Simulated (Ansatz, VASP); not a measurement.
# Ti: VASP beside Ansatz

File INCAR:

```
PREC     = Accurate       # precision mode
ENCUT    = 520            # plane-wave cutoff, eV
EDIFF    = 1E-8           # SCF threshold, eV
ISMEAR   = -1             # smearing method
SIGMA    = 0.05           # smearing width, eV
LREAL    = False          # projectors in reciprocal space
LASPH    = True           # aspherical terms in the spheres
NELM     = 80             # most SCF steps
ALGO     = Normal         # electronic algorithm
ISIF     = 2              # what is computed and relaxed
LWAVE    = False          # write WAVECAR
LCHARG   = False          # write CHGCAR
GGA      = PS             # functional
LEFG     = True         
NBANDS   = 19             # bands
```

The input KPOINTS:

```
Automatic mesh
0
Gamma
  14 14 8
```

Contents of POSCAR:

```
Ti
1.0
    2.9499978604      0.0000000000      0.0000000000
   -1.4749989302      2.5547730882      0.0000000000
    0.0000000000      0.0000000000      4.7328600000
Ti
2
Direct
    0.3333333333      0.6666666667      0.2500000000
    0.6666666667      0.3333333333      0.7500000000
```

Input for Ansatz:

```yaml
crystal:
  lattice:
    - [2.9499978604, 0.0, 0.0]
    - [-1.4749989302, 2.5547730882, 0.0]
    - [0.0, 0.0, 4.73286]
  atoms:
    - { symbol: Ti, position: [0.3333333333, 0.6666666667, 0.25] }
    - { symbol: Ti, position: [0.6666666667, 0.3333333333, 0.75] }
kpoints:
  mp_grid: { grid: [14, 14, 8] }
scf:
  occupations: { method: fermi_dirac, width: 0.05 }
hamiltonian:
  xc: pbesol
  pseudopotentials: { kind: all_electron, datasets: crystal }
output:
  forces: true
  stress: true
  eigenvalues: true
  efg: { contact_densities: true }
```

Change from the starting cell: zz strain of +1 %, crystal datasets.

Alike in both runs: task electric field gradients; functional PBEsol; k mesh 14 × 14 × 8; occupations fermi-dirac, width 0.05 eV; no spin polarisation.

```csv
,VASP,Ansatz
version,VASP 6.6.1,Ansatz 0.2.0
potentials or method,"VASP PAW PBE potentials, release 64 (Ti_sv), cutoff 520 eV","all-electron PAW with datasets made for the crystal, scalar-relativistic"
```

Ansatz gave:

* pressure (GPa): -6.8
* traceless stress, the component that is largest in VASP (GPa): -1.05
* size of Vzz on the site where it differs most (V/Å²): 16.0

Task: Which values does VASP return?

Result: Pressure (GPa): -7.0; traceless stress, the component that is largest in VASP (GPa): -1.05; size of Vzz on the site where it differs most (V/Å²): 14.4.

VASP's potentials were made for PBE, not for PBEsol. Ansatz ran all-electron here, and VASP with PAW potentials.
